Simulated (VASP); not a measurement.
Set up this calculation in VASP 6.6.1, as the native input.

```yaml
Task: single point
Functional: PBE
Potentials_or_basis: VASP PAW PBE potentials, release 64 (Cl, S, Li_sv)
Cutoff: 520 eV
k_mesh: 4 × 4 × 4
Occupations: gaussian, width 0.01 eV
Spin: no spin polarisation
Dipole_correction: no
Further_INCAR_settings: ALGO = Normal; EDIFF = 1e-06; NBANDS = 19
```

The structure of Li3SCl lies in POSCAR:

```
Li3SCl
1.0
    4.5789803827      0.0000000000      0.0000000000
    0.0000000000      4.5789803827      0.0000000000
    0.0000000000      0.0000000000      4.5789803827
Cl S Li
1 1 3
Direct
    0.0000000000      0.0000000000      0.0000000000
    0.5000000000      0.5000000000      0.5000000000
    0.5000000000      0.5000000000      0.0000000000
    0.5000000000      0.0000000000      0.5000000000
    0.0000000000      0.5000000000      0.5000000000
```

One way to write it, as run:

INCAR

```
SYSTEM = Li3SCl
  PREC = Accurate
  ENCUT = 520
  EDIFF = 1E-6
  ISMEAR = 0
  SIGMA = 0.01
  LREAL = .False.
  LASPH = .True.
  NELM = 60
  ALGO = Normal
  ISIF = 2
  LWAVE = .False.
  LCHARG = .False.
  GGA = PE
  NBANDS = 19
```

KPOINTS

```
Automatic mesh
0
Gamma
  4 4 4
  0 0 0
```

Potentials or basis: VASP PAW PBE potentials, release 64 (Cl, S, Li_sv).

Run with:

```bash
$ cat potpaw_PBE.64/Cl/POTCAR potpaw_PBE.64/S/POTCAR potpaw_PBE.64/Li_sv/POTCAR > POTCAR
$ mpirun -np 1 vasp_std > vasp.out
```

Results of the run:

```yaml
Band_gap_on_the_k_mesh: 4.12 eV, indirect (least direct gap 4.15 eV)
```

It took 40 s on 1 thread of AMD EPYC 7R43 64-Core Processor (Zen 3), with other jobs on the host, peak memory 0.16 GiB.
